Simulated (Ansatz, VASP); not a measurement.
# Two plane-wave programs on SiGe

Contents of POSCAR:

```
SiGe
1.0
    4.0020625810      0.0000000000      0.0000000000
   -2.0010312905      3.4658878627      0.0000000000
    0.0000000000      0.0000000000      6.6120525750
Si Ge
2 2
Direct
    0.6666666667      0.3333333333      0.8746070000
    0.3333333333      0.6666666667      0.3746070000
    0.6666666667      0.3333333333      0.5003920000
    0.3333333333      0.6666666667      0.0003920000
```

Contents of INCAR.step1:

```
PREC = Accurate
ENCUT = 520
ISMEAR = 0
SIGMA = 0.05
LREAL = False
LASPH = True
NELM = 60
NBANDS = 26
GGA = PE
ALGO = Normal
EDIFF = 1E-4
LWAVE = True
LCHARG = False
```

File INCAR.step2:

```
PREC = Accurate
ENCUT = 520
EDIFF = 1E-6
ISMEAR = 0
SIGMA = 0.05
LREAL = False
LASPH = True
NELM = 60
ALGO = Normal
ISIF = 2
LWAVE = False
LCHARG = False
METAGGA = R2SCAN
LMIXTAU = True
NBANDS = 26
ISTART = 1
```

File KPOINTS:

```
Automatic mesh
0
Gamma
  12 12 4
```

Input for Ansatz:

```yaml
crystal:
  lattice:
    - [4.002062581, 0.0, 0.0]
    - [-2.0010312905, 3.4658878627, 0.0]
    - [0.0, 0.0, 6.612052575]
  atoms:
    - { symbol: Si, position: [0.6666666667, 0.3333333333, 0.874607] }
    - { symbol: Si, position: [0.3333333333, 0.6666666667, 0.374607] }
    - { symbol: Ge, position: [0.6666666667, 0.3333333333, 0.500392] }
    - { symbol: Ge, position: [0.3333333333, 0.6666666667, 0.000392] }
basis:
  ecutwfc: 500
kpoints:
  mp_grid: { grid: [12, 12, 4] }
hamiltonian:
  xc: r2scan
scf:
  occupations: { method: gaussian, width: 0.05 }
output:
  forces: true
  stress: true
  eigenvalues: true
```

Change from the starting cell: strain +0.025 along x and y, +0.025 along z, atoms carried along.

Alike in both runs: task single point; functional r2SCAN; k mesh 12 × 12 × 4; occupations gaussian, width 0.05 eV; no spin polarisation.

|  | VASP | Ansatz |
| --- | --- | --- |
| version | VASP 6.6.1 | Ansatz 0.2.0 |
| potentials or method | VASP PAW PBE potentials, release 64 (Si, Ge_d), cutoff 520 eV | scalar-relativistic, plane waves, PAW |
| valence electrons in the cell | 36 | 36 |

Ansatz gave:

| Property | Result |
| --- | --- |
| gap on the k mesh at the Fermi level (eV) | 0.56 |
| least direct gap on the mesh (eV) | 0.56 |
| pressure (GPa) | -5.3 |
| rms of the force components (eV/Å) | 0.006 |

Q: Estimate VASP's values.

A: gap on the k mesh at the Fermi level (eV): 0.55; least direct gap on the mesh (eV): 0.55; pressure (GPa): -5.3; rms of the force components (eV/Å): 0.004.

VASP's potentials were made for PBE, not for r2SCAN. Atom by atom the forces differ by 0.002 eV/Å (rms over components).
